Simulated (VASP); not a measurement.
Input of a VASP 6.6.1 run:

INCAR

```
SYSTEM = YTe
PREC = Accurate
ENCUT = 520
EDIFF = 1E-8
ISMEAR = -1
SIGMA = 0.15
LREAL = .False.
LASPH = .True.
NELM = 80
ALGO = Normal
ISIF = 2
LWAVE = .False.
LCHARG = .True.
IBRION = 8
NSW = 1
```

Contents of KPOINTS:

```
Automatic mesh
0
Gamma
  12 12 12
  0 0 0
```

File POSCAR:

```
YTe
1.0
    0.0000000000      2.9087209548      2.9087209548
    2.9087209548      0.0000000000      2.9087209548
    2.9087209548      2.9087209548      0.0000000000
Y Te
1 1
Direct
    0.0000000000      0.0000000000      0.0000000000
    0.5000000000      0.5000000000      0.5000000000
```

Potentials or basis: VASP PAW LDA potentials, release 64 (Y_sv, Te).

Launch:

```bash
$ cat potpaw_LDA.64/Y_sv/POTCAR potpaw_LDA.64/Te/POTCAR > POTCAR
$ mpirun -np 1 vasp_std > vasp.out
```

Estimate the highest phonon frequency at Γ, LO-TO splitting left out.

222 cm⁻¹.

Phonon frequencies in cm⁻¹ (negative: imaginary):
| q point | frequencies |
| --- | --- |
| (0.000, 0.000, 0.000) | 0 0 0 222 222 222 |

Caveat: the cell stands under pressure or tension, which shifts response properties.
